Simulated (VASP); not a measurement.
Write the native input for VASP 6.6.1 that does the following.

| Quantity | Value |
| --- | --- |
| Task | single point |
| Functional | LDA |
| Potentials or basis | VASP PAW LDA potentials, release 64 (Si, Ni) |
| Cutoff | 520 eV |
| k mesh | 10 × 12 × 6 |
| Occupations | gaussian, width 0.1 eV |
| Spin | no spin polarisation |
| Dipole correction | no |
| Further INCAR settings | ALGO = Fast; EDIFF = 1e-07; NBANDS = 60 |

The structure of SiNi2 lies in POSCAR:

```
SiNi2
1.0
    4.8726449453      0.0000000000      0.0000000000
    0.0000000000      3.6641855968      0.0000000000
    0.0000000000      0.0000000000      6.9392628453
Si Ni
4 8
Direct
    0.2915263688      0.7500000000      0.6132153530
    0.7084736312      0.2500000000      0.3867846470
    0.2084736312      0.2500000000      0.1132153530
    0.7915263688      0.7500000000      0.8867846470
    0.9579695392      0.7500000000      0.2074080481
    0.0420304608      0.2500000000      0.7925919519
    0.5420304608      0.2500000000      0.7074080481
    0.4579695392      0.7500000000      0.2925919519
    0.8286734970      0.7500000000      0.5603468863
    0.1713265030      0.2500000000      0.4396531137
    0.6713265030      0.2500000000      0.0603468863
    0.3286734970      0.7500000000      0.9396531137
```

The input as run:

INCAR

```
SYSTEM = SiNi2
  ALGO = Fast
  EDIFF = 1E-7
  ENCUT = 520
  ISIF = 2
  ISMEAR = 0
  LASPH = .True.
  LCHARG = .True.
  LELF = .True.
  LREAL = .False.
  LVHAR = .True.
  LWAVE = .False.
  NBANDS = 60
  NELM = 100
  PREC = Accurate
  SIGMA = 0.1
```

KPOINTS

```
k-points
0
Gamma
  10 12 6
  0 0 0
```

Potentials or basis: VASP PAW LDA potentials, release 64 (Si, Ni).

Launch:

```bash
$ cat potpaw_LDA.64/Si/POTCAR potpaw_LDA.64/Ni/POTCAR > POTCAR
$ mpirun -np 1 vasp_std > vasp.out
```

Results of the run:

```yaml
Pressure: 0.4 GPa
Largest_force: 0.023 eV/Å
Band_gap_on_the_k_mesh: zero (bands 48 and 49 overlap by 2.06 eV)
```

Run time: 33 min on 1 thread of Oxide Virtual Turin-like Processor, on a shared host, peak memory 0.8 GiB.
